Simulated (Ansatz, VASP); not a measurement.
Two plane-wave programs on W

The input INCAR:

```
  PREC = Accurate
  ENCUT = 520
  EDIFF = 1E-6
  ISMEAR = 0
  SIGMA = 0.15
  LREAL = F
  LASPH = T
  NELM = 100
  ALGO = Normal
  ISIF = 2
  LWAVE = F
  LCHARG = F
  NBANDS = 13
```

File KPOINTS:

```
regular mesh
0
Gamma
  22 22 22
```

Contents of POSCAR:

```
W
1.0
   -1.5887227853      1.5887227853      1.5887227853
    1.5887227853     -1.5887227853      1.5887227853
    1.5887227853      1.5887227853     -1.5887227853
W
1
Direct
    0.0000000000      0.0000000000      0.0000000000
```

Input for Ansatz:

```yaml
crystal:
  lattice:
    - [-1.5887227853, 1.5887227853, 1.5887227853]
    - [1.5887227853, -1.5887227853, 1.5887227853]
    - [1.5887227853, 1.5887227853, -1.5887227853]
  atoms:
    - { symbol: W, position: [0.0, 0.0, 0.0] }
basis:
  ecutwfc: 420
kpoints:
  mp_grid: { grid: [22, 22, 22] }
hamiltonian:
  xc: lda
  pseudopotentials: { kind: paw, azcp: { folder: soft_1 } }
scf:
  occupations: { method: gaussian, width: 0.15 }
output:
  forces: true
  stress: true
  eigenvalues: true
```

Alike in both runs: task single point; functional LDA; k mesh 22 × 22 × 22; occupations gaussian, width 0.15 eV; no spin polarisation.

|  | VASP | Ansatz |
| --- | --- | --- |
| version | VASP 6.6.1 | Ansatz 0.2.0 |
| potentials or method | VASP PAW LDA potentials, release 64 (W_sv), cutoff 520 eV | scalar-relativistic, plane waves, PAW |
| valence electrons in the cell | 14 | 14 |

```tsv
	VASP	Ansatz	Ansatz less VASP
gap on the k mesh at the Fermi level (eV)	none	none	-
pressure (GPa)	-10.6	-12.2	-1.58
```

Ansatz warns that its potentials were made for another functional, while VASP's fit it. LDA's correlation is that of Perdew and Zunger in VASP and of Perdew and Wang (1992) in Ansatz. A gap of «none» marks a metal or a gap that the smearing closes.

Neither program's run includes spin-orbit coupling.
